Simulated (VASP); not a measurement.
Set up this calculation in VASP 6.6.1, as the native input.

```yaml
Task: single point
Functional: PBE
Dispersion: D3(BJ)
Potentials_or_basis: VASP PAW PBE potentials, release 64 (Zn, O)
Cutoff: 520 eV
k_mesh: 9 × 9 × 4
Occupations: gaussian, width 0.05 eV
Spin: no spin polarisation
Dipole_correction: no
Further_INCAR_settings: ALGO = Normal; EDIFF = 1e-07; NBANDS = 26
```

The structure of ZnO lies in POSCAR:

```
ZnO
1.0
    3.1893281439      0.0000000000      0.0000000000
   -1.5946640719      2.7620391936      0.0000000000
    0.0000000000      0.0000000000      7.2373979702
Zn O
2 2
Direct
    0.0000000000      0.0000000000      0.7500000000
    0.0000000000      0.0000000000      0.2500000000
    0.3333333333      0.6666666667      0.2500000000
    0.6666666667      0.3333333333      0.7500000000
```

This cell differs from its parent crystal: strain -0.030 along x and y, +0.015 along z.

One way to write it, as run:

INCAR

```
SYSTEM = ZnO
  PREC = Accurate
  ENCUT = 520
  EDIFF = 1E-7
  ISMEAR = 0
  SIGMA = 0.05
  LREAL = .FALSE.
  LASPH = .TRUE.
  NELM = 60
  ALGO = Normal
  ISIF = 2
  LWAVE = .FALSE.
  LCHARG = .TRUE.
  GGA = PE
  IVDW = 12
  LELF = .TRUE.
  LVHAR = .TRUE.
  NBANDS = 26
```

KPOINTS

```
regular mesh
0
G
  9 9 4
  0 0 0
```

Potentials or basis: VASP PAW PBE potentials, release 64 (Zn, O).

Run with:

```console
$ cat potpaw_PBE.64/Zn/POTCAR potpaw_PBE.64/O/POTCAR > POTCAR
$ mpirun -np 1 vasp_std > vasp.out
```

It gave:

| Quantity | Value |
| --- | --- |
| Pressure | 7.8 GPa |
| Band gap on the k mesh | 0.86 eV |
| Dispersion energy per atom | -0.163 eV |

Caveat: the cell differs from its parent crystal (strain -0.030 along x and y, +0.015 along z); the stress differs along the axes, from -2 to 13 GPa.

It took 24 s on 1 thread of Intel(R) Xeon(R) 6975P-C (Granite Rapids), on a shared host, peak memory 0.21 GiB.
